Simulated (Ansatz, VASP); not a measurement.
# Nb in VASP and in Ansatz

INCAR

```
SYSTEM = Nb
PREC = Accurate ; ENCUT = 520
EDIFF = 1E-8 ; ISMEAR = -1
SIGMA = 0.08 ; LREAL = .False.
LASPH = .True. ; NELM = 100
ALGO = Normal ; ISIF = 2
LWAVE = .False. ; LCHARG = .False.
GGA = PE ; LEFG = .True.
NBANDS = 12
```

File KPOINTS:

```
Automatic mesh
0
Gamma
  13 13 13
  0 0 0
```

Contents of POSCAR:

```
Nb
1.0
    0.0000000000      2.1290070307      2.1290070307
    2.1290070307      0.0000000000      2.1290070307
    2.1290070307      2.1290070307      0.0000000000
Nb
1
Direct
    0.0000000000      0.0000000000      0.0000000000
```

Input for Ansatz:

```yaml
crystal:
  lattice:
    - [0.0, 2.1290070307, 2.1290070307]
    - [2.1290070307, 0.0, 2.1290070307]
    - [2.1290070307, 2.1290070307, 0.0]
  atoms:
    - { symbol: Nb, position: [0.0, 0.0, 0.0] }
kpoints:
  mp_grid: { grid: [13, 13, 13] }
scf:
  occupations: { method: fermi_dirac, width: 0.08 }
hamiltonian:
  xc: pbe
  pseudopotentials: { kind: all_electron, datasets: crystal }
output:
  forces: true
  stress: true
  eigenvalues: true
  efg: { contact_densities: true }
```

Change from the starting cell: volume scaled by 1.02, crystal datasets.

Alike in both runs: task electric field gradients; functional PBE; k mesh 13 × 13 × 13; occupations fermi-dirac, width 0.08 eV; no spin polarisation.

|  | VASP | Ansatz |
| --- | --- | --- |
| version | VASP 6.6.1 | Ansatz 0.2.0 |
| potentials or method | VASP PAW PBE potentials, release 64 (Nb_sv), cutoff 520 eV | all-electron PAW with datasets made for the crystal, scalar-relativistic |

|  | VASP | Ansatz | Ansatz less VASP |
| --- | --- | --- | --- |
| pressure (GPa) | -4.5 | -4.2 | +0.29 |

Ansatz ran all-electron here, and VASP with PAW potentials.
